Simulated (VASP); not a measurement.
# GaAs (dscan) (F-43m) in VASP: single point with r2SCAN

Aim: the single point of GaAs (dscan) with r2SCAN.

All numbers are computed with VASP 6.6.1; they aren't measurements. Logs are shortened: lines on timing, memory, paths and dates and some standing lists are left out, and cuts for length are marked.

### Step 1. The cell of the first run

The structure is cubic, space group F-43m (No. 216). The conventional cell has a = 5.666 Å, b = 5.666 Å, c = 5.666 Å, α = 90.00°, β = 90.00°, γ = 90.00°. Ga (site symmetry -43m) has 4 As at 2.45 Å within 3.2 Å. As (site symmetry -43m) has 4 Ga at 2.45 Å within 3.2 Å.

### Step 2. Single point, r2SCAN

POSCAR reads:

```
GaAs
1.0
    0.0000000000      2.8327793772      2.8327793772
    2.8327793772      0.0000000000      2.8327793772
    2.8327793772      2.8327793772      0.0000000000
Ga As
1 1
Direct
    0.0000000000      0.0000000000      0.0000000000
    0.7500000000      0.7500000000      0.7500000000
```

INCAR.step1 reads:

```
SYSTEM = GaAs
ALGO = Normal
EDIFF = 1E-4
ENCUT = 520
GGA = PE
ISMEAR = 0
LASPH = .True.
LCHARG = .False.
LREAL = .False.
LWAVE = .True.
NBANDS = 16
NELM = 60
PREC = Accurate
SIGMA = 0.02
```

INCAR.step2 reads:

```
SYSTEM = GaAs
ALGO = Normal
EDIFF = 1E-6
ENCUT = 520
ISIF = 2
ISMEAR = 0
ISTART = 1
LASPH = .True.
LCHARG = .True.
LELF = .True.
LMIXTAU = .True.
LREAL = .False.
LVHAR = .True.
LWAVE = .False.
METAGGA = R2SCAN
NBANDS = 16
NELM = 60
PREC = Accurate
SIGMA = 0.02
```

KPOINTS reads:

```
k-points
0
Gamma
  8 8 8
  0 0 0
```

Potentials or basis: VASP PAW PBE potentials, release 64 (Ga_d, As).

Command:

```console
$ cat potpaw_PBE.64/Ga_d/POTCAR potpaw_PBE.64/As/POTCAR > POTCAR
$ cp INCAR.step1 INCAR
$ mpirun -np 1 vasp_std > vasp.out
$ cp INCAR.step2 INCAR
$ mpirun -np 1 vasp_std > vasp.out
```

OUTCAR:

```text
SYSTEM = GaAs
   EDIFF = 1E-6
   ENCUT = 520
   ISIF = 2
   ISMEAR = 0
   ISTART = 1
   LASPH = .True.
   LREAL = .False.
   METAGGA = R2SCAN
   NELM = 60
   PREC = Accurate

 ion  position               nearest neighbor table
   1  0.000  0.000  0.000-   2 2.45   2 2.45   2 2.45   2 2.45
   2  0.750  0.750  0.750-   1 2.45   1 2.45   1 2.45   1 2.45

  LATTYP: Found a face centered cubic cell.
 ALAT       =     5.6655587544

  Lattice vectors:

 A1 = (   0.0000000000,   2.8327793772,   2.8327793772)
 A2 = (   2.8327793772,   0.0000000000,   2.8327793772)
 A3 = (   2.8327793772,   2.8327793772,   0.0000000000)

Analysis of symmetry for initial positions (statically):
=====================================================================
 Subroutine PRICEL returns:
 Original cell was already a primitive cell.

 Routine SETGRP: Setting up the symmetry group for a
 face centered cubic supercell.

 Subroutine GETGRP returns: Found 24 space group operations
 (whereof 24 operations were pure point group operations)
 out of a pool of 48 trial point group operations.

The static configuration has the point symmetry T_d .

Analysis of symmetry for dynamics (positions and initial velocities):
=====================================================================
 Subroutine PRICEL returns:
 Original cell was already a primitive cell.

 Routine SETGRP: Setting up the symmetry group for a
 face centered cubic supercell.

 Subroutine GETGRP returns: Found 24 space group operations
 (whereof 24 operations were pure point group operations)
 out of a pool of 48 trial point group operations.

The dynamic configuration has the point symmetry T_d .

 Subroutine INISYM returns: Found 24 space group operations
 (whereof 24 operations are pure point group operations),
 and found     1 'primitive' translations

----------------------------------------------------------------------------------------

                                     Primitive cell

  volume of cell :      45.4641

  direct lattice vectors                    reciprocal lattice vectors
     0.000000000  2.832779377  2.832779377    -0.176505097  0.176505097  0.176505097
     2.832779377  0.000000000  2.832779377     0.176505097 -0.176505097  0.176505097
     2.832779377  2.832779377  0.000000000     0.176505097  0.176505097 -0.176505097

  length of vectors
     4.006155014  4.006155014  4.006155014     0.305715797  0.305715797  0.305715797

  position of ions in fractional coordinates (direct lattice)
     0.000000000  0.000000000  0.000000000
     0.750000000  0.750000000  0.750000000

  ion indices of the primitive-cell ions
   primitive index   ion index
                 1           1
                 2           2

----------------------------------------------------------------------------------------

 KPOINTS: k-points

Automatic generation of k-mesh.
 Grid dimensions read from file:
 generate k-points for:    8    8    8

 Generating k-lattice:

  Cartesian coordinates                     Fractional coordinates (reciprocal lattice)
    -0.022063137  0.022063137  0.022063137     0.125000000  0.000000000  0.000000000
     0.022063137 -0.022063137  0.022063137     0.000000000  0.125000000  0.000000000
     0.022063137  0.022063137 -0.022063137     0.000000000  0.000000000  0.125000000

  Length of vectors
     0.038214475  0.038214475  0.038214475

  Shift w.r.t. Gamma in fractional coordinates (k-lattice)
     0.000000000  0.000000000  0.000000000

 Subroutine IBZKPT returns following result:
 ===========================================

 Found     29 irreducible k-points:

 Following reciprocal coordinates:
            Coordinates               Weight
  0.000000  0.000000  0.000000      1.000000
  0.125000  0.000000  0.000000      8.000000
  0.250000  0.000000  0.000000      8.000000
  0.375000  0.000000  0.000000      8.000000
  0.500000  0.000000  0.000000      4.000000
  0.125000  0.125000  0.000000      6.000000
[... 16 lines left out ...]
  0.500000  0.250000  0.125000     48.000000
 -0.375000  0.250000  0.125000     24.000000
 [... further k-points ...]
   k-points           NKPTS =     29   k-points in BZ     NKDIM =     29   number of bands    NBANDS=     16
   number of dos      NEDOS =    301   number of ions     NIONS =      2
   total plane-waves  NPLWV =  27000
   dimension x,y,z NGX =    30 NGY =   30 NGZ =   30
   dimension x,y,z NGXF=    60 NGYF=   60 NGZF=   60
   ions per type =               1   1
   NGX,Y,Z   is equivalent  to a cutoff of  12.45, 12.45, 12.45 a.u.
   NGXF,Y,Z  is equivalent  to a cutoff of  24.90, 24.90, 24.90 a.u.
 SYSTEM =  GaAs
   PREC   = accura    normal or accurate (medium, high low for compatibility)
   ISTART =      1    job   : 0-new  1-cont  2-samecut
   ICHARG =      0    charge: 1-file 2-atom 10-const
   ISPIN  =      1    spin polarized calculation?
   LNONCOLLINEAR =      F non collinear calculations
   LSORBIT =      F    spin-orbit coupling
   LASPH  =      T    aspherical Exc in radial PAW
   ENCUT  =  520.0 eV  38.22 Ry    6.18 a.u.   7.45  7.45  7.45*2*pi/ulx,y,z
   NELM   =     60;   NELMIN=  2; NELMDL=  0     # of ELM steps
   EDIFF  = 0.1E-05   stopping-criterion for ELM
   LREAL  =      F    real-space projection
   EDIFFG = 0.1E-04   stopping-criterion for IOM
   NSW    =      0    number of steps for IOM
   IBRION =     -1    ionic relax: 0-MD 1-quasi-New 2-CG
   NFREE  =      0    steps in history (QN), initial steepest desc. (CG)
   ISIF   =      2    stress and relaxation
   ISYM   =      2    0-nonsym 1-usesym 2-fastsym
   POTIM  = 0.5000    time-step for ionic-motion
   TEBEG  =    0.0;   TEEND  =   0.0 temperature during run
   PSTRESS=    0.0 pullay stress
   NELECT =      18.0000    total number of electrons
   NUPDOWN=      -1.0000    fix difference up-down
   EMIN   =  10.00;   EMAX   =-10.00  energy-range for DOS
   EFERMI =   0.00;   METHOD = LEGACY
   ISMEAR =     0;   SIGMA  =   0.02  broadening in eV -4-tet -1-fermi 0-gaus
   EFERMI_NEDOS =   21; number of points for ismear=-14 and -15
   IALGO  =     38    algorithm
   IMIX   =      4    mixing-type and parameters
     AMIX     =   0.40;   BMIX     =  1.00
     AMIX_MAG =   1.60;   BMIX_MAG =  1.00
  volume/ion in A,a.u.               =      22.73       153.40
  Fermi-wavevector in a.u.,A,eV,Ry     =   1.202106  2.271652 19.661233  1.445060
  Thomas-Fermi vector in A             =   2.337897
   LORBIT       =      0    0 simple, 1 ext, 2 COOP (PROOUT), +10 PAW based schemes
   METAGGA = R2SCAN    functional components
   LHFCALC =     F    Hartree Fock is set to
   AEXX    =    0.0000 exact exchange contribution
   IVDW    =     0    specifies the selected vdW correction
   LEPSILON=     F    determine dielectric tensor
   LRPA    =     F    only Hartree local field effects (RPA)
 non-spin polarized calculation
 Gauss-broadening in eV      SIGMA  =   0.02
  energy-cutoff  :      520.00
  volume of cell :       45.46
 maximum number of plane-waves:      1243
 NGX is ok and might be reduce to    30
   NGX = 15   NGY = 15   NGZ = 15

 number of electron      17.9999991 magnetization

 Free energy of the ion-electron system (eV)
  ---------------------------------------------------
  ext. energy  EPLUGINS =         0.00000000
  ---------------------------------------------------
  free energy    TOTEN  =       -27.05324050 eV

  energy without entropy =      -27.05324050  energy(sigma->0) =      -27.05324050

 E-fermi :   3.7210     XC(G=0): -10.2251

 val. band max:        3.6201323680   @ k =   0.0000   0.0000   0.0000
 cond. band min:       4.5661954468   @ k =   0.0000   0.0000   0.0000
 fundamental gap:      0.9460630788
 Fermi energy:         3.7210467032

 k-point     1 :       0.0000    0.0000    0.0000
  band No.  band energies     occupation
      1     -11.6048      2.00000
      2     -11.6048      2.00000
      3     -11.6048      2.00000
      4     -11.5170      2.00000
      5     -11.5170      2.00000
      6      -9.5437      2.00000
[... 8 lines left out ...]
     15      14.2363      0.00000
     16      14.2363      0.00000

 k-point     2 :       0.1250    0.0000    0.0000
  band No.  band energies     occupation
      1     -11.6197      2.00000
      2     -11.6011      2.00000
      3     -11.6011      2.00000
      4     -11.5171      2.00000
      5     -11.5171      2.00000
      6      -9.3529      2.00000
[... 8 lines left out ...]
     15      13.4025      0.00000
     16      13.4025      0.00000

 k-point     3 :       0.2500    0.0000    0.0000
  band No.  band energies     occupation
      1     -11.6519      2.00000
      2     -11.5929      2.00000
      3     -11.5929      2.00000
      4     -11.5166      2.00000
      5     -11.5166      2.00000
      6      -8.8219      2.00000
[... 8 lines left out ...]
     15      13.1653      0.00000
     16      13.2083      0.00000

 k-point     4 :       0.3750    0.0000    0.0000
  band No.  band energies     occupation
      1     -11.6801      2.00000
      2     -11.5862      2.00000
      3     -11.5862      2.00000
      4     -11.5146      2.00000
      5     -11.5146      2.00000
      6      -8.1138      2.00000
[... 8 lines left out ...]
     15      14.3840      0.00000
     16      14.3840      0.00000
[... 324 lines left out ...]
 k-point    22 :       0.3750    0.2500    0.1250
  band No.  band energies     occupation
      1     -11.6759      2.00000
      2     -11.5831      2.00000
      3     -11.5802      2.00000
      4     -11.5251      2.00000
      5     -11.5116      2.00000
      6      -8.3754      2.00000
[... 8 lines left out ...]
     15      15.1769      0.00000
     16      15.7120      0.00000

 k-point    23 :       0.5000    0.2500    0.1250
  band No.  band energies     occupation
      1     -11.6936      2.00000
      2     -11.5788      2.00000
      3     -11.5731      2.00000
      4     -11.5239      2.00000
      5     -11.5120      2.00000
      6      -7.7210      2.00000
[... 8 lines left out ...]
     15      15.0884      0.00000
     16      16.5889      0.00000

 k-point    24 :      -0.3750    0.2500    0.1250
  band No.  band energies     occupation
      1     -11.7003      2.00000
      2     -11.5777      2.00000
      3     -11.5704      2.00000
      4     -11.5215      2.00000
      5     -11.5133      2.00000
      6      -7.3570      2.00000
[... 8 lines left out ...]
     15      15.9001      0.00000
     16      16.4702      0.00000

 [... further k-points ...]

------------------------ aborting loop because EDIFF is reached ----------------------------------------

  FORCE on cell =-STRESS in cart. coord.  units (eV):
  Direction    XX          YY          ZZ          XY          YZ          ZX
  --------------------------------------------------------------------------------------
  -------------------------------------------------------------------------------------
  Total        0.0443527      0.0443527      0.0443527     -0.0000000      0.0000000      0.0000000
  in kB        1.5630133      1.5630133      1.5630133     -0.0000000      0.0000000      0.0000000
  external PRESSURE =       1.5630133 kB  Pullay stress =       0.0000000 kB

 VOLUME and BASIS-vectors are now :
 -----------------------------------------------------------------------------
  energy-cutoff  :      520.00
  volume of cell :       45.46
      direct lattice vectors                 reciprocal lattice vectors
     0.000000000  2.832779377  2.832779377    -0.176505097  0.176505097  0.176505097
     2.832779377  0.000000000  2.832779377     0.176505097 -0.176505097  0.176505097
     2.832779377  2.832779377  0.000000000     0.176505097  0.176505097 -0.176505097

 POSITION                                       TOTAL-FORCE (eV/Angst)
 -----------------------------------------------------------------------------------
      0.00000      0.00000      0.00000         0.000000      0.000000      0.000000
      4.24917      4.24917      4.24917        -0.000000     -0.000000     -0.000000
 -----------------------------------------------------------------------------------
    total drift:                               -0.000001     -0.000001     -0.000001

  FREE ENERGIE OF THE ION-ELECTRON SYSTEM (eV)
  ---------------------------------------------------
  free  energy   TOTEN  =       -27.0532404974 eV

  energy  without entropy=      -27.0532404974  energy(sigma->0) =      -27.05324050
```

It took 42 s on 1 thread of Intel Xeon 6975P-C (Granite Rapids), shared host; peak memory 0.18 GiB.

What came out:

| Item | Value |
| --- | --- |
| Free energy | -27.0532 eV |
| Pressure | 0.2 GPa |
| Band gap on the k mesh | 0.95 eV, direct |

Caveat: the PAW data sets were made with another functional, which shifts forces and pressure a little.
